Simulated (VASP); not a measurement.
# Pt (Im-3m) in VASP: a series of runs

The runs below take Pt through single point, with PBE.

All numbers are computed with VASP 6.6.1; they aren't measurements. Logs are shortened: lines on timing, memory, paths and dates and some standing lists are left out, and cuts for length are marked.

## (1) The cell of the first run

It takes space group Im-3m (No. 229, cubic). Conventional cell: a = 3.164 Å, b = 3.164 Å, c = 3.164 Å, α = 90.00°, β = 90.00°, γ = 90.00°. Within 3.6 Å of Pt (site symmetry m-3m) lie 14 Pt at 2.74 to 3.16 Å.

## (2) Single point, PBE, collinear spin, ferromagnetic start

The input, INCAR:

```
SYSTEM = Pt
  PREC = Accurate
  ENCUT = 520
  EDIFF = 1E-7
  ISMEAR = -1
  SIGMA = 0.05
  LREAL = .False.
  LASPH = .True.
  NELM = 150
  ALGO = Normal
  ISIF = 2
  LWAVE = .False.
  LCHARG = .False.
  ISPIN = 2
  MAGMOM = 1
  LORBIT = 11
  LMAXMIX = 4
  GGA = PE
  NBANDS = 15
```

The input, KPOINTS:

```
Automatic mesh
0
Gamma
  14 14 14
  0 0 0
```

The input, POSCAR:

```
Pt
1.0
   -1.5820485505      1.5820485505      1.5820485505
    1.5820485505     -1.5820485505      1.5820485505
    1.5820485505      1.5820485505     -1.5820485505
Pt
1
Direct
    0.0000000000      0.0000000000      0.0000000000
```

Potentials or basis: VASP PAW PBE potentials, release 64 (Pt).

Launch:

```console
$ cat potpaw_PBE.64/Pt/POTCAR > POTCAR
$ mpirun -np 1 vasp_std > vasp.out
```

OUTCAR:

```text
SYSTEM = Pt
   PREC = Accurate
   ENCUT = 520
   EDIFF = 1E-7
   ISMEAR = -1
   LREAL = .False.
   LASPH = .True.
   NELM = 150
   ISIF = 2
   ISPIN = 2
   LORBIT = 11
   GGA = PE

 ion  position               nearest neighbor table
   1  0.000  0.000  0.000-

  LATTYP: Found a body centered cubic cell.
 ALAT       =     3.1640971010

  Lattice vectors:

 A1 = (  -1.5820485505,   1.5820485505,   1.5820485505)
 A2 = (   1.5820485505,  -1.5820485505,   1.5820485505)
 A3 = (   1.5820485505,   1.5820485505,  -1.5820485505)

Analysis of symmetry for initial positions (statically):
=====================================================================
 Subroutine PRICEL returns:
 Original cell was already a primitive cell.

 Routine SETGRP: Setting up the symmetry group for a
 body centered cubic supercell.

 Subroutine GETGRP returns: Found 48 space group operations
 (whereof 48 operations were pure point group operations)
 out of a pool of 48 trial point group operations.

The static configuration has the point symmetry O_h .

Analysis of symmetry for dynamics (positions and initial velocities):
=====================================================================
 Subroutine PRICEL returns:
 Original cell was already a primitive cell.

 Routine SETGRP: Setting up the symmetry group for a
 body centered cubic supercell.

 Subroutine GETGRP returns: Found 48 space group operations
 (whereof 48 operations were pure point group operations)
 out of a pool of 48 trial point group operations.

The dynamic configuration has the point symmetry O_h .

Analysis of structural, dynamic, and magnetic symmetry:
=====================================================================
 Subroutine PRICEL returns:
 Original cell was already a primitive cell.

 Routine SETGRP: Setting up the symmetry group for a
 body centered cubic supercell.

 Subroutine GETGRP returns: Found 48 space group operations
 (whereof 48 operations were pure point group operations)
 out of a pool of 48 trial point group operations.

The overall configuration has the point symmetry O_h .

 Subroutine INISYM returns: Found 48 space group operations
 (whereof 48 operations are pure point group operations),
 and found     1 'primitive' translations

----------------------------------------------------------------------------------------

                                     Primitive cell

  volume of cell :      15.8387

  direct lattice vectors                    reciprocal lattice vectors
    -1.582048550  1.582048550  1.582048550     0.000000000  0.316045927  0.316045927
     1.582048550 -1.582048550  1.582048550     0.316045927  0.000000000  0.316045927
     1.582048550  1.582048550 -1.582048550     0.316045927  0.316045927  0.000000000

  length of vectors
     2.740188470  2.740188470  2.740188470     0.446956436  0.446956436  0.446956436

  position of ions in fractional coordinates (direct lattice)
     0.000000000  0.000000000  0.000000000

  ion indices of the primitive-cell ions
   primitive index   ion index
                 1           1

----------------------------------------------------------------------------------------

 KPOINTS: Automatic mesh

Automatic generation of k-mesh.
 Grid dimensions read from file:
 generate k-points for:   14   14   14

 Generating k-lattice:

  Cartesian coordinates                     Fractional coordinates (reciprocal lattice)
     0.000000000  0.022574709  0.022574709     0.071428571  0.000000000  0.000000000
     0.022574709  0.000000000  0.022574709     0.000000000  0.071428571  0.000000000
     0.022574709  0.022574709  0.000000000     0.000000000  0.000000000  0.071428571

  Length of vectors
     0.031925460  0.031925460  0.031925460

  Shift w.r.t. Gamma in fractional coordinates (k-lattice)
     0.000000000  0.000000000  0.000000000

 Subroutine IBZKPT returns following result:
 ===========================================

 Found    104 irreducible k-points:

 Following reciprocal coordinates:
            Coordinates               Weight
  0.000000  0.000000  0.000000      1.000000
  0.071429  0.000000  0.000000     12.000000
  0.142857  0.000000  0.000000     12.000000
  0.214286  0.000000  0.000000     12.000000
  0.285714  0.000000  0.000000     12.000000
  0.357143  0.000000  0.000000     12.000000
[... 16 lines left out ...]
  0.285714  0.285714  0.000000     24.000000
  0.357143  0.285714  0.000000     24.000000
 [... further k-points ...]
   k-points           NKPTS =    104   k-points in BZ     NKDIM =    104   number of bands    NBANDS=     15
   number of dos      NEDOS =    301   number of ions     NIONS =      1
   total plane-waves  NPLWV =   8000
   dimension x,y,z NGX =    20 NGY =   20 NGZ =   20
   dimension x,y,z NGXF=    40 NGYF=   40 NGZF=   40
   ions per type =               1
   NGX,Y,Z   is equivalent  to a cutoff of  12.13, 12.13, 12.13 a.u.
   NGXF,Y,Z  is equivalent  to a cutoff of  24.27, 24.27, 24.27 a.u.
 SYSTEM =  Pt
   PREC   = accura    normal or accurate (medium, high low for compatibility)
   ISTART =      0    job   : 0-new  1-cont  2-samecut
   ICHARG =      2    charge: 1-file 2-atom 10-const
   ISPIN  =      2    spin polarized calculation?
   LNONCOLLINEAR =      F non collinear calculations
   LSORBIT =      F    spin-orbit coupling
   LASPH  =      T    aspherical Exc in radial PAW
   ENCUT  =  520.0 eV  38.22 Ry    6.18 a.u.   5.09  5.09  5.09*2*pi/ulx,y,z
   NELM   =    150;   NELMIN=  2; NELMDL= -5     # of ELM steps
   EDIFF  = 0.1E-06   stopping-criterion for ELM
   LREAL  =      F    real-space projection
   EDIFFG = 0.1E-05   stopping-criterion for IOM
   NSW    =      0    number of steps for IOM
   IBRION =     -1    ionic relax: 0-MD 1-quasi-New 2-CG
   NFREE  =      0    steps in history (QN), initial steepest desc. (CG)
   ISIF   =      2    stress and relaxation
   ISYM   =      2    0-nonsym 1-usesym 2-fastsym
   POTIM  = 0.5000    time-step for ionic-motion
   TEBEG  =    0.0;   TEEND  =   0.0 temperature during run
   PSTRESS=    0.0 pullay stress
   NELECT =      10.0000    total number of electrons
   NUPDOWN=      -1.0000    fix difference up-down
   EMIN   =  10.00;   EMAX   =-10.00  energy-range for DOS
   EFERMI =   0.00;   METHOD = LEGACY
   ISMEAR =    -1;   SIGMA  =   0.05  broadening in eV -4-tet -1-fermi 0-gaus
   EFERMI_NEDOS =   21; number of points for ismear=-14 and -15
   IALGO  =     38    algorithm
   IMIX   =      4    mixing-type and parameters
     AMIX     =   0.40;   BMIX     =  1.00
     AMIX_MAG =   1.60;   BMIX_MAG =  1.00
  volume/ion in A,a.u.               =      15.84       106.88
  Fermi-wavevector in a.u.,A,eV,Ry     =   1.404435  2.653998 26.836650  1.972438
  Thomas-Fermi vector in A             =   2.526997
   LORBIT       =     11    0 simple, 1 ext, 2 COOP (PROOUT), +10 PAW based schemes
   GGA     = PE    functional components
   LHFCALC =     F    Hartree Fock is set to
   AEXX    =    0.0000 exact exchange contribution
   IVDW    =     0    specifies the selected vdW correction
   LEPSILON=     F    determine dielectric tensor
   LRPA    =     F    only Hartree local field effects (RPA)
 spin polarized calculation
  energy-cutoff  :      520.00
  volume of cell :       15.84
 maximum number of plane-waves:       438
   NGX = 11   NGY = 11   NGZ = 11

 number of electron      10.0000000 magnetization      -0.0001935

 number of electron      10.0000000 magnetization       0.0002687

 Free energy of the ion-electron system (eV)
  ---------------------------------------------------
  ext. energy  EPLUGINS =         0.00000000
  ---------------------------------------------------
  free energy    TOTEN  =        -5.99956566 eV

  energy without entropy =       -5.98713152  energy(sigma->0) =       -5.99334859

 E-fermi :  10.0955     XC(G=0): -13.1897

 val. band max:       10.0785936092   @ k =  -0.2857   0.3571   0.0714
 cond. band min:      10.1050249728   @ k =  -0.3571   0.4286   0.1429
 fundamental gap:      0.0264313636
 Fermi energy:        10.0954740199

 spin component 1

 k-point     1 :       0.0000    0.0000    0.0000
  band No.  band energies     occupation
      1       0.6848      1.00000
      2       6.6910      1.00000
      3       6.6910      1.00000
      4       6.6910      1.00000
      5       9.1609      1.00000
      6       9.1609      1.00000
      7      27.2556      0.00000
      8      27.2556      0.00000
      9      27.2556      0.00000
     10      37.2567      0.00000
     11      37.2567      0.00000
     12      37.6139      0.00000
     13      37.6139      0.00000
     14      37.6139      0.00000
     15      43.9944      0.00000
[... 397 lines left out ...]
 k-point    24 :       0.3571    0.2857    0.0000
  band No.  band energies     occupation
      1       4.8279      1.00000
      2       5.9903      1.00000
      3       6.6233      1.00000
      4       9.2181      1.00000
      5       9.5574      0.99998
      6      15.7110      0.00000
      7      16.7049      0.00000
      8      19.1081      0.00000
      9      26.4749      0.00000
     10      32.3327      0.00000
     11      32.8116      0.00000
     12      39.8218      0.00000
     13      42.5669      0.00000
     14      42.6607      0.00000
     15      43.2240      0.00000

 [... further k-points ...]

 spin component 2

 k-point     1 :       0.0000    0.0000    0.0000
  band No.  band energies     occupation
      1       0.6849      1.00000
      2       6.6911      1.00000
      3       6.6911      1.00000
      4       6.6911      1.00000
      5       9.1610      1.00000
      6       9.1610      1.00000
      7      27.2556      0.00000
      8      27.2556      0.00000
      9      27.2556      0.00000
     10      37.2568      0.00000
     11      37.2568      0.00000
     12      37.6139      0.00000
     13      37.6139      0.00000
     14      37.6139      0.00000
     15      43.9947      0.00000
[... 397 lines left out ...]
 k-point    24 :       0.3571    0.2857    0.0000
  band No.  band energies     occupation
      1       4.8281      1.00000
      2       5.9904      1.00000
      3       6.6234      1.00000
      4       9.2182      1.00000
      5       9.5575      0.99998
      6      15.7112      0.00000
      7      16.7050      0.00000
      8      19.1082      0.00000
      9      26.4750      0.00000
     10      32.3328      0.00000
     11      32.8116      0.00000
     12      39.8219      0.00000
     13      42.5671      0.00000
     14      42.6608      0.00000
     15      43.2241      0.00000

 [... further k-points ...]
[... 5 lines left out ...]
  --------------------------------------------------------------------------------------
  -------------------------------------------------------------------------------------
  Total       -0.0453950     -0.0453950     -0.0453950     -0.0000000      0.0000000     -0.0000000
  in kB       -4.5919744     -4.5919744     -4.5919744     -0.0000000      0.0000000     -0.0000000
  external PRESSURE =      -4.5919744 kB  Pullay stress =       0.0000000 kB

 VOLUME and BASIS-vectors are now :
 -----------------------------------------------------------------------------
  energy-cutoff  :      520.00
  volume of cell :       15.84
      direct lattice vectors                 reciprocal lattice vectors
    -1.582048550  1.582048550  1.582048550     0.000000000  0.316045927  0.316045927
     1.582048550 -1.582048550  1.582048550     0.316045927  0.000000000  0.316045927
     1.582048550  1.582048550 -1.582048550     0.316045927  0.316045927  0.000000000

 POSITION                                       TOTAL-FORCE (eV/Angst)
 -----------------------------------------------------------------------------------
      0.00000      0.00000      0.00000         0.000000      0.000000     -0.000000
 -----------------------------------------------------------------------------------
    total drift:                                0.000000      0.000000      0.000000

  FREE ENERGIE OF THE ION-ELECTRON SYSTEM (eV)
  ---------------------------------------------------
  free  energy   TOTEN  =        -5.9995656564 eV

  energy  without entropy=       -5.9871315196  energy(sigma->0) =       -5.99334859

 total charge

# of ion       s       p       d       tot
------------------------------------------
    1        0.620   0.533   8.041   9.194

 magnetization (x)

# of ion       s       p       d       tot
------------------------------------------
    1        0.000   0.000   0.000   0.000
```

Wall time 19 s (1 thread of Intel Xeon 6975P-C (Granite Rapids), shared host); peak memory 0.16 GiB.

Results:

```
Free energy                                           : -5.9996 eV
Pressure                                              : -0.5 GPa
Band gap on the k mesh                                : zero (filled and empty bands overlap)
Net moment                                            : 0.00 μB per cell
Valence electrons inside the program's atomic spheres : Pt 9.19
```

Caveat: spin-orbit coupling is left out, which moves the levels of the heavy elements.

## (3) Single point, PBE, collinear spin, ferromagnetic start (volume scaled by 0.92)

The input, INCAR:

```
PREC = Accurate
ENCUT = 520
EDIFF = 1E-7
ISMEAR = -1
SIGMA = 0.05
LREAL = F
LASPH = T
NELM = 150
ALGO = Normal
ISIF = 2
LWAVE = F
LCHARG = T
ISPIN = 2
MAGMOM = 1
LORBIT = 11
LMAXMIX = 4
GGA = PE
LELF = T
LVHAR = T
NBANDS = 15
```

The input, KPOINTS:

```
regular mesh
0
Gamma
  16 16 16
```

The input, POSCAR:

```
Pt
1.0
   -1.5386827428      1.5386827428      1.5386827428
    1.5386827428     -1.5386827428      1.5386827428
    1.5386827428      1.5386827428     -1.5386827428
Pt
1
Direct
    0.0000000000      0.0000000000      0.0000000000
```

Potentials or basis: VASP PAW PBE potentials, release 64 (Pt).

Launch:

```console
$ cat potpaw_PBE.64/Pt/POTCAR > POTCAR
$ mpirun -np 1 vasp_std > vasp.out
```

OUTCAR:

```text
PREC = Accurate
   ENCUT = 520
   EDIFF = 1E-7
   ISMEAR = -1
   LREAL = F
   LASPH = T
   NELM = 150
   ISIF = 2
   ISPIN = 2
   LORBIT = 11
   GGA = PE

 ion  position               nearest neighbor table
   1  0.000  0.000  0.000-

  LATTYP: Found a body centered cubic cell.
 ALAT       =     3.0773654856

  Lattice vectors:

 A1 = (  -1.5386827428,   1.5386827428,   1.5386827428)
 A2 = (   1.5386827428,  -1.5386827428,   1.5386827428)
 A3 = (   1.5386827428,   1.5386827428,  -1.5386827428)

Analysis of symmetry for initial positions (statically):
=====================================================================
 Subroutine PRICEL returns:
 Original cell was already a primitive cell.

 Routine SETGRP: Setting up the symmetry group for a
 body centered cubic supercell.

 Subroutine GETGRP returns: Found 48 space group operations
 (whereof 48 operations were pure point group operations)
 out of a pool of 48 trial point group operations.

The static configuration has the point symmetry O_h .

Analysis of symmetry for dynamics (positions and initial velocities):
=====================================================================
 Subroutine PRICEL returns:
 Original cell was already a primitive cell.

[... 623 lines left out ...]
      9      28.7498      0.00000
     10      39.8389      0.00000
     11      39.8389      0.00000
     12      40.8016      0.00000
     13      40.8016      0.00000
     14      40.8016      0.00000
[... 403 lines left out ...]
      4      10.0396      1.00000
      5      10.9987      1.00000
      6      13.1866      0.00000
      7      22.6371      0.00000
      8      25.7138      0.00000
      9      28.7422      0.00000
     10      33.1063      0.00000
     11      37.5510      0.00000
     12      40.2642      0.00000
     13      42.9748      0.00000
     14      43.7602      0.00000
     15      44.9338      0.00000

 [... further k-points ...]
[... 5 lines left out ...]
  --------------------------------------------------------------------------------------
  -------------------------------------------------------------------------------------
  Total        2.2117837      2.2117837      2.2117837     -0.0000000     -0.0000000      0.0000000
  in kB      243.1901589    243.1901589    243.1901589     -0.0000000     -0.0000000      0.0000000
  external PRESSURE =     243.1901589 kB  Pullay stress =       0.0000000 kB

 VOLUME and BASIS-vectors are now :
 -----------------------------------------------------------------------------
  energy-cutoff  :      520.00
  volume of cell :       14.57
      direct lattice vectors                 reciprocal lattice vectors
    -1.538682743  1.538682743  1.538682743     0.000000000  0.324953277  0.324953277
     1.538682743 -1.538682743  1.538682743     0.324953277  0.000000000  0.324953277
     1.538682743  1.538682743 -1.538682743     0.324953277  0.324953277  0.000000000

 POSITION                                       TOTAL-FORCE (eV/Angst)
 -----------------------------------------------------------------------------------
      0.00000      0.00000      0.00000        -0.000000      0.000000     -0.000000
 -----------------------------------------------------------------------------------
    total drift:                                0.000000     -0.000000      0.000000

  FREE ENERGIE OF THE ION-ELECTRON SYSTEM (eV)
  ---------------------------------------------------
  free  energy   TOTEN  =        -5.9112324152 eV

  energy  without entropy=       -5.9001171782  energy(sigma->0) =       -5.90567480

 total charge

# of ion       s       p       d       tot
------------------------------------------
    1        0.665   0.635   8.112   9.412

 magnetization (x)

# of ion       s       p       d       tot
------------------------------------------
    1        0.000   0.000   0.000   0.000
```

OSZICAR:

```text
N       E                     dE             d eps       ncg     rms          rms(c)
DAV:   1     0.437966341044E+02    0.43797E+02   -0.47344E+03  8762   0.586E+02
DAV:   2    -0.541773162695E+01   -0.49214E+02   -0.47080E+02 11710   0.157E+02
DAV:   3    -0.615856960459E+01   -0.74084E+00   -0.73893E+00 11731   0.173E+01
DAV:   4    -0.616077556389E+01   -0.22060E-02   -0.22057E-02 10415   0.109E+00
DAV:   5    -0.616078766714E+01   -0.12103E-04   -0.12102E-04 11543   0.685E-02    0.143E+01
DAV:   6    -0.595850461722E+01    0.20228E+00   -0.52369E-01 12711   0.460E+00    0.769E+00
DAV:   7    -0.591391847102E+01    0.44586E-01   -0.14828E-01 12578   0.227E+00    0.351E+00
DAV:   8    -0.591277068088E+01    0.11478E-02   -0.29024E-03 10662   0.349E-01    0.155E+00
DAV:   9    -0.591101295947E+01    0.17577E-02   -0.24484E-03 12081   0.315E-01    0.155E-01
DAV:  10    -0.591122830405E+01   -0.21534E-03   -0.26133E-04 11269   0.894E-02    0.294E-02
DAV:  11    -0.591123160569E+01   -0.33016E-05   -0.60259E-06 11963   0.168E-02    0.104E-02
DAV:  12    -0.591123259938E+01   -0.99368E-06   -0.92176E-07 11346   0.587E-03    0.682E-03
DAV:  13    -0.591123239010E+01    0.20928E-06   -0.72512E-08  9907   0.189E-03    0.231E-03
DAV:  14    -0.591123241522E+01   -0.25116E-07   -0.16167E-08  8354   0.785E-04
   1 F= -.59112324E+01 E0= -.59056748E+01  d E =-.111152E-01  mag=    -0.0000
```

It took 26 s on 1 thread of Intel Xeon 6975P-C (Granite Rapids), shared host; peak memory 0.16 GiB.

What came out:

| Quantity | Value |
| --- | --- |
| Free energy | -5.9112 eV |
| Pressure | 24.3 GPa |
| Band gap on the k mesh | zero (filled and empty bands overlap) |
| Net moment | 0.00 μB per cell |
| Valence electrons inside the program's atomic spheres | Pt 9.41 |

Levels at points of the mesh, in eV from the Fermi level:
Spin up:
| k point | band 1 | band 2 | band 3 | band 4 | band 5 | band 6 | band 7 | band 8 | band 9 | band 10 |
| --- | --- | --- | --- | --- | --- | --- | --- | --- | --- | --- |
| (0.00, 0.00, 0.00) | -10.40 | -3.98 | -3.98 | -3.98 | -1.18 | -1.18 | 17.01 | 17.01 | 17.01 | 28.10 |
| (0.50, 0.00, 0.00) | -7.41 | -5.60 | -1.36 | -0.79 | -0.03 | 1.20 | 6.99 | 13.22 | 16.52 | 24.39 |
| (0.50, 0.50, 0.50) | -6.95 | -6.95 | 0.59 | 0.59 | 0.59 | 7.82 | 7.82 | 7.82 | 13.98 | 20.19 |
Spin down:
```tsv
k point	band 3	band 4	band 5	band 6	band 7	band 8
(0.00, 0.00, 0.00)	-3.98	-3.98	-1.18	-1.18	17.01	17.01
(0.50, 0.00, 0.00)	-1.36	-0.79	-0.03	1.20	6.99	13.22
(0.50, 0.50, 0.50)	0.59	0.59	0.59	7.82	7.82	7.82
```

Caveat: spin-orbit coupling is left out, which moves the levels of the heavy elements.

(Part 1 of 2 ends here.)
